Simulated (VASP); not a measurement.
# K2S (Fm-3m) in VASP: notebook

K2S is run at these levels: PBEsol; tasks: single point, relaxation of cell and atoms.

Everything below comes from runs of VASP 6.6.1. Logs are shortened: lines on timing, memory, paths and dates and some standing lists are left out, and cuts for length are marked.

## (1) The cell of the first run

Symmetry: Fm-3m, No. 225, cubic system. The conventional cell has a = 7.224 Å, b = 7.224 Å, c = 7.224 Å, α = 90.00°, β = 90.00°, γ = 90.00°. Within 4.1 Å of K (site symmetry -43m) lie 4 S at 3.13 Å and 6 K at 3.61 Å. Within 4.1 Å of S (site symmetry m-3m) lie 8 K at 3.13 Å.

## (2) Single point, PBEsol

The input, INCAR:

```
  PREC = Accurate
  ENCUT = 500
  EDIFF = 1E-6
  ISMEAR = 0
  SIGMA = 0.01
  LREAL = False
  LASPH = True
  NELM = 120
  ALGO = Normal
  ISIF = 2
  LWAVE = False
  LCHARG = False
  GGA = PS
  NBANDS = 19
  GGA_COMPAT = False
```

The input, KPOINTS:

```
regular mesh
0
Gamma
  6 6 6
```

The input, POSCAR:

```
K2S
1.0
    0.0000000000      3.6120669820      3.6120669820
    3.6120669820      0.0000000000      3.6120669820
    3.6120669820      3.6120669820      0.0000000000
K S
2 1
Direct
    0.2500000000      0.2500000000      0.2500000000
    0.7500000000      0.7500000000      0.7500000000
    0.0000000000      0.0000000000      0.0000000000
```

Potentials or basis: VASP PAW PBE potentials, release 64 (K_sv, S).

The run is started by

```console
$ cat potpaw_PBE.64/K_sv/POTCAR potpaw_PBE.64/S/POTCAR > POTCAR
$ mpirun -np 1 vasp_std > vasp.out
```

OUTCAR:

```text
PREC = Accurate
   ENCUT = 500
   EDIFF = 1E-6
   ISMEAR = 0
   LREAL = False
   LASPH = True
   NELM = 120
   ISIF = 2
   GGA = PS

 ion  position               nearest neighbor table
   1  0.250  0.250  0.250-   3 3.13   3 3.13   3 3.13   3 3.13   2 3.61   2 3.61   2 3.61   2 3.61
                             2 3.61   2 3.61
   2  0.750  0.750  0.750-   3 3.13   3 3.13   3 3.13   3 3.13   1 3.61   1 3.61   1 3.61   1 3.61
                             1 3.61   1 3.61
   3  0.000  0.000  0.000-   2 3.13   2 3.13   2 3.13   1 3.13   2 3.13   1 3.13   1 3.13   1 3.13

  LATTYP: Found a face centered cubic cell.
 ALAT       =     7.2241339640

  Lattice vectors:

 A1 = (   0.0000000000,   3.6120669820,   3.6120669820)
 A2 = (   3.6120669820,   0.0000000000,   3.6120669820)
 A3 = (   3.6120669820,   3.6120669820,   0.0000000000)

Analysis of symmetry for initial positions (statically):
=====================================================================
 Subroutine PRICEL returns:
 Original cell was already a primitive cell.

 Routine SETGRP: Setting up the symmetry group for a
 face centered cubic supercell.

 Subroutine GETGRP returns: Found 48 space group operations
 (whereof 48 operations were pure point group operations)
 out of a pool of 48 trial point group operations.

The static configuration has the point symmetry O_h .

Analysis of symmetry for dynamics (positions and initial velocities):
=====================================================================
 Subroutine PRICEL returns:
 Original cell was already a primitive cell.

 Routine SETGRP: Setting up the symmetry group for a
 face centered cubic supercell.

 Subroutine GETGRP returns: Found 48 space group operations
 (whereof 48 operations were pure point group operations)
 out of a pool of 48 trial point group operations.

The dynamic configuration has the point symmetry O_h .

 Subroutine INISYM returns: Found 48 space group operations
 (whereof 48 operations are pure point group operations),
 and found     1 'primitive' translations

----------------------------------------------------------------------------------------

                                     Primitive cell

  volume of cell :      94.2535

  direct lattice vectors                    reciprocal lattice vectors
     0.000000000  3.612066982  3.612066982    -0.138424897  0.138424897  0.138424897
     3.612066982  0.000000000  3.612066982     0.138424897 -0.138424897  0.138424897
     3.612066982  3.612066982  0.000000000     0.138424897  0.138424897 -0.138424897

  length of vectors
     5.108234114  5.108234114  5.108234114     0.239758955  0.239758955  0.239758955

  position of ions in fractional coordinates (direct lattice)
     0.250000000  0.250000000  0.250000000
     0.750000000  0.750000000  0.750000000
     0.000000000  0.000000000  0.000000000

  ion indices of the primitive-cell ions
   primitive index   ion index
                 1           1
                 2           2
                 3           3

----------------------------------------------------------------------------------------

 KPOINTS: regular mesh

Automatic generation of k-mesh.
 Grid dimensions read from file:
 generate k-points for:    6    6    6

 Generating k-lattice:

  Cartesian coordinates                     Fractional coordinates (reciprocal lattice)
    -0.023070816  0.023070816  0.023070816     0.166666667  0.000000000  0.000000000
     0.023070816 -0.023070816  0.023070816     0.000000000  0.166666667  0.000000000
     0.023070816  0.023070816 -0.023070816     0.000000000  0.000000000  0.166666667

  Length of vectors
     0.039959826  0.039959826  0.039959826

  Shift w.r.t. Gamma in fractional coordinates (k-lattice)
     0.000000000  0.000000000  0.000000000

 Subroutine IBZKPT returns following result:
 ===========================================

 Found     16 irreducible k-points:

 Following reciprocal coordinates:
            Coordinates               Weight
  0.000000  0.000000  0.000000      1.000000
  0.166667  0.000000  0.000000      8.000000
  0.333333  0.000000  0.000000      8.000000
  0.500000  0.000000  0.000000      4.000000
  0.166667  0.166667  0.000000      6.000000
  0.333333  0.166667  0.000000     24.000000
[... 8 lines left out ...]
 -0.333333  0.333333  0.166667     24.000000
 -0.333333  0.500000  0.166667     12.000000
   k-points           NKPTS =     16   k-points in BZ     NKDIM =     16   number of bands    NBANDS=     19
   number of dos      NEDOS =    301   number of ions     NIONS =      3
   total plane-waves  NPLWV =  64000
   dimension x,y,z NGX =    40 NGY =   40 NGZ =   40
   dimension x,y,z NGXF=    80 NGYF=   80 NGZF=   80
   ions per type =               2   1
   NGX,Y,Z   is equivalent  to a cutoff of  13.02, 13.02, 13.02 a.u.
   NGXF,Y,Z  is equivalent  to a cutoff of  26.04, 26.04, 26.04 a.u.
 SYSTEM =  unknown system
   PREC   = accura    normal or accurate (medium, high low for compatibility)
   ISTART =      0    job   : 0-new  1-cont  2-samecut
   ICHARG =      2    charge: 1-file 2-atom 10-const
   ISPIN  =      1    spin polarized calculation?
   LNONCOLLINEAR =      F non collinear calculations
   LSORBIT =      F    spin-orbit coupling
   LASPH  =      T    aspherical Exc in radial PAW
   ENCUT  =  500.0 eV  36.75 Ry    6.06 a.u.   9.31  9.31  9.31*2*pi/ulx,y,z
   NELM   =    120;   NELMIN=  2; NELMDL= -5     # of ELM steps
   EDIFF  = 0.1E-05   stopping-criterion for ELM
   LREAL  =      F    real-space projection
   EDIFFG = 0.1E-04   stopping-criterion for IOM
   NSW    =      0    number of steps for IOM
   IBRION =     -1    ionic relax: 0-MD 1-quasi-New 2-CG
   NFREE  =      0    steps in history (QN), initial steepest desc. (CG)
   ISIF   =      2    stress and relaxation
   ISYM   =      2    0-nonsym 1-usesym 2-fastsym
   POTIM  = 0.5000    time-step for ionic-motion
   TEBEG  =    0.0;   TEEND  =   0.0 temperature during run
   PSTRESS=    0.0 pullay stress
   NELECT =      24.0000    total number of electrons
   NUPDOWN=      -1.0000    fix difference up-down
   EMIN   =  10.00;   EMAX   =-10.00  energy-range for DOS
   EFERMI =   0.00;   METHOD = LEGACY
   ISMEAR =     0;   SIGMA  =   0.01  broadening in eV -4-tet -1-fermi 0-gaus
   EFERMI_NEDOS =   21; number of points for ismear=-14 and -15
   IALGO  =     38    algorithm
   IMIX   =      4    mixing-type and parameters
     AMIX     =   0.40;   BMIX     =  1.00
     AMIX_MAG =   1.60;   BMIX_MAG =  1.00
  volume/ion in A,a.u.               =      31.42       212.02
  Fermi-wavevector in a.u.,A,eV,Ry     =   1.037639  1.960853 14.649309  1.076694
  Thomas-Fermi vector in A             =   2.172086
   LORBIT       =      0    0 simple, 1 ext, 2 COOP (PROOUT), +10 PAW based schemes
   GGA     = PS    functional components
   LHFCALC =     F    Hartree Fock is set to
   AEXX    =    0.0000 exact exchange contribution
   IVDW    =     0    specifies the selected vdW correction
   LEPSILON=     F    determine dielectric tensor
   LRPA    =     F    only Hartree local field effects (RPA)
 non-spin polarized calculation
 Gauss-broadening in eV      SIGMA  =   0.01
  energy-cutoff  :      500.00
  volume of cell :       94.25
 maximum number of plane-waves:      2421
 NGX is ok and might be reduce to    40
   NGX = 19   NGY = 19   NGZ = 19

 number of electron      24.0000003 magnetization

 Free energy of the ion-electron system (eV)
  ---------------------------------------------------
  ext. energy  EPLUGINS =         0.00000000
  ---------------------------------------------------
  free energy    TOTEN  =        -9.84726708 eV

  energy without entropy =       -9.84726708  energy(sigma->0) =       -9.84726708

 E-fermi :  -0.0598     XC(G=0):  -7.7883

 val. band max:       -0.1857818281   @ k =   0.5000   0.5000   0.0000
 cond. band min:       2.2703337372   @ k =   0.0000   0.0000   0.0000
 fundamental gap:      2.4561155654
 Fermi energy:        -0.0598322841

 k-point     1 :       0.0000    0.0000    0.0000
  band No.  band energies     occupation
      1     -29.0906      2.00000
      2     -28.9770      2.00000
      3     -12.7797      2.00000
      4     -12.7797      2.00000
      5     -12.7797      2.00000
      6     -12.4811      2.00000
[... 11 lines left out ...]
     18       7.5141      0.00000
     19       8.5018      0.00000

 k-point     2 :       0.1667    0.0000    0.0000
  band No.  band energies     occupation
      1     -29.0826      2.00000
      2     -28.9842      2.00000
      3     -12.7745      2.00000
      4     -12.7627      2.00000
      5     -12.7627      2.00000
      6     -12.5439      2.00000
[... 11 lines left out ...]
     18       7.6342      0.00000
     19       8.0270      0.00000

 k-point     3 :       0.3333    0.0000    0.0000
  band No.  band energies     occupation
      1     -29.0610      2.00000
      2     -29.0043      2.00000
      3     -12.7796      2.00000
      4     -12.7143      2.00000
      5     -12.7143      2.00000
      6     -12.6428      2.00000
[... 11 lines left out ...]
     18       7.6133      0.00000
     19       7.6133      0.00000

 k-point     4 :       0.5000    0.0000    0.0000
  band No.  band energies     occupation
      1     -29.0323      2.00000
      2     -29.0322      2.00000
      3     -12.7999      2.00000
      4     -12.6698      2.00000
      5     -12.6498      2.00000
      6     -12.6498      2.00000
[... 231 lines left out ...]
     18       7.6302      0.00000
     19       7.9434      0.00000

 k-point    15 :      -0.3333    0.3333    0.1667
  band No.  band energies     occupation
      1     -29.0318      2.00000
      2     -29.0317      2.00000
      3     -12.9954      2.00000
      4     -12.8652      2.00000
      5     -12.6579      2.00000
      6     -12.6543      2.00000
[... 11 lines left out ...]
     18       7.2789      0.00000
     19       8.0979      0.00000

 k-point    16 :      -0.3333    0.5000    0.1667
  band No.  band energies     occupation
      1     -29.0409      2.00000
      2     -29.0221      2.00000
      3     -13.0472      2.00000
      4     -12.8888      2.00000
      5     -12.7596      2.00000
      6     -12.5445      2.00000
[... 11 lines left out ...]
     18       7.5368      0.00000
     19       8.0274      0.00000

------------------------ aborting loop because EDIFF is reached ----------------------------------------

  FORCE on cell =-STRESS in cart. coord.  units (eV):
  Direction    XX          YY          ZZ          XY          YZ          ZX
  --------------------------------------------------------------------------------------
  -------------------------------------------------------------------------------------
  Total        0.6421079      0.6421079      0.6421079     -0.0000000      0.0000000      0.0000000
  in kB       10.9149358     10.9149358     10.9149358     -0.0000000      0.0000000      0.0000000
  external PRESSURE =      10.9149358 kB  Pullay stress =       0.0000000 kB

 VOLUME and BASIS-vectors are now :
 -----------------------------------------------------------------------------
  energy-cutoff  :      500.00
  volume of cell :       94.25
      direct lattice vectors                 reciprocal lattice vectors
     0.000000000  3.612066982  3.612066982    -0.138424897  0.138424897  0.138424897
     3.612066982  0.000000000  3.612066982     0.138424897 -0.138424897  0.138424897
     3.612066982  3.612066982  0.000000000     0.138424897  0.138424897 -0.138424897

 POSITION                                       TOTAL-FORCE (eV/Angst)
 -----------------------------------------------------------------------------------
      1.80603      1.80603      1.80603         0.000000      0.000000      0.000000
      5.41810      5.41810      5.41810        -0.000000     -0.000000     -0.000000
      0.00000      0.00000      0.00000         0.000000      0.000000     -0.000000
 -----------------------------------------------------------------------------------
    total drift:                               -0.000000     -0.000000      0.000000

  FREE ENERGIE OF THE ION-ELECTRON SYSTEM (eV)
  ---------------------------------------------------
  free  energy   TOTEN  =        -9.8472670846 eV

  energy  without entropy=       -9.8472670846  energy(sigma->0) =       -9.84726708
```

It took 18 s on 1 thread of Intel Xeon 6975P-C (Granite Rapids), shared host; peak memory 0.23 GiB.

Results:

```
Free energy            : -9.8473 eV
Pressure               : 1.1 GPa
Band gap on the k mesh : 2.46 eV (least direct gap 2.73 eV)
```

Caveat: the PAW data sets were made with another functional, which shifts forces and pressure a little. A k mesh can miss the band edges.

## (3) Relaxation of cell and atoms, PBEsol, target pressure 1 GPa, at which the enthalpy is minimised

This run uses another cell than the first one, of 32.90 Å³/atom.

The input, INCAR:

```
SYSTEM = K2S
ALGO     = Normal         ! electronic algorithm
EDIFF    = 1E-7           ! SCF threshold, eV
EDIFFG   = -0.002         ! ionic threshold
ENCUT    = 500            ! plane-wave cutoff, eV
GGA      = PS             ! functional
GGA_COMPAT= .False.      
IBRION   = 2              ! ionic algorithm
ISIF     = 3              ! what is computed and relaxed
ISMEAR   = 0              ! smearing method
LASPH    = .True.         ! aspherical terms in the spheres
LCHARG   = .False.        ! write CHGCAR
LREAL    = .False.        ! projectors in reciprocal space
LWAVE    = .False.        ! write WAVECAR
NELM     = 120            ! most SCF steps
NELMIN   = 4            
NSW      = 100            ! ionic steps
PREC     = Accurate       ! precision mode
PSTRESS  = 10.0         
SIGMA    = 0.01           ! smearing width, eV
```

The input, KPOINTS:

```
k-points
0
Gamma
  6 6 6
  0 0 0
```

The input, POSCAR:

```
K2S
1.0
    0.0000000000      3.6679105814      3.6679105814
    3.6679105814      0.0000000000      3.6679105814
    3.6679105814      3.6679105814      0.0000000000
K S
2 1
Direct
    0.2500000000      0.2500000000      0.2500000000
    0.7500000000      0.7500000000      0.7500000000
    0.0000000000      0.0000000000      0.0000000000
```

Potentials or basis: VASP PAW PBE potentials, release 64 (K_sv, S).

The run is started by

```console
$ cat potpaw_PBE.64/K_sv/POTCAR potpaw_PBE.64/S/POTCAR > POTCAR
$ mpirun -np 1 vasp_std > vasp.out
```

Run time: 45 s. Hardware: 1 thread of Intel Xeon 6975P-C (Granite Rapids), shared host; peak memory 0.25 GiB.

It converged, with:

| Item | Value |
| --- | --- |
| Free energy | -9.8508 eV |
| Relaxed volume | 31.55 Å³/atom |
| Relaxed cell | a = 5.116 Å, b = 5.116 Å, c = 5.116 Å, α = 60.00°, β = 60.00°, γ = 60.00° |
| Space group after relaxing (to 0.1 Å) | Fm-3m (No. 225) |
| Energy change on relaxing (the run minimises the enthalpy) | +4.3 meV/atom |
| Ionic steps | 3 |
| Pressure after relaxing | 1.0 GPa |
| Band gap on the k mesh | 2.45 eV (least direct gap 2.72 eV) |

Step by step:
| step | energy change (eV) | largest force (eV/Å) | pressure (GPa) | volume (Å³) |
| --- | --- | --- | --- | --- |
| 1 | 0.0000 | 0.0000 | 0.06 | 98.69 |
| 2 | 0.0061 | 0.0000 | 0.67 | 95.95 |
| 3 | 0.0128 | 0.0000 | 0.99 | 94.66 |

Final structure:
```
CELL_PARAMETERS angstrom
0.00000 3.61721 3.61721
3.61721 0.00000 3.61721
3.61721 3.61721 0.00000
ATOMIC_POSITIONS crystal
K 0.25000 0.25000 0.25000
K 0.75000 0.75000 0.75000
S 0.00000 0.00000 0.00000
```

Levels at points of the mesh, in eV from the valence-band top:
| k point | band 10 | band 11 | band 12 | band 13 | band 14 | band 15 |
| --- | --- | --- | --- | --- | --- | --- |
| (0.00, 0.00, 0.00) | -0.27 | -0.27 | -0.27 | 2.45 | 5.41 | 5.41 |
| (0.50, 0.00, 0.00) | -0.68 | -0.10 | -0.10 | 4.75 | 5.25 | 5.86 |
| (0.50, 0.50, 0.00) | -0.84 | 0.00 | 0.00 | 3.42 | 5.34 | 6.64 |

Caveat: the cell is relaxed towards a set pressure, so the run minimises the enthalpy, not the energy; the PAW data sets were made with another functional, which shifts forces and pressure a little. A k mesh can miss the band edges.
